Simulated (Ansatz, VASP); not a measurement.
Two plane-wave programs on BN

```
CELL_PARAMETERS angstrom
0.00000 1.80482 1.80482
1.80482 0.00000 1.80482
1.80482 1.80482 0.00000
ATOMIC_POSITIONS crystal
B 0.00000 0.00000 0.00000
N 0.25000 0.25000 0.25000
```

Alike in both runs: task single point; functional r2SCAN; k mesh 12 × 12 × 12; no spin polarisation.

|  | VASP | Ansatz |
| --- | --- | --- |
| version | VASP 6.6.1 | Ansatz 0.2.0 |
| potentials or method | VASP PAW PBE potentials, release 64 (B, N) | plane waves, PAW |
| plane-wave cutoff (eV) | 520 | 500 |
| occupations | gaussian, width 0.01 eV | fixed |
| valence electrons in the cell | 8 | 8 |

VASP gave:

* gap on the k mesh at the Fermi level (eV): 4.98
* pressure (GPa): 1.1

Question: Estimate Ansatz's values.

Answer: gap on the k mesh at the Fermi level (eV): 5.00; pressure (GPa): 0.0.

VASP's potentials were made for PBE, not for r2SCAN.
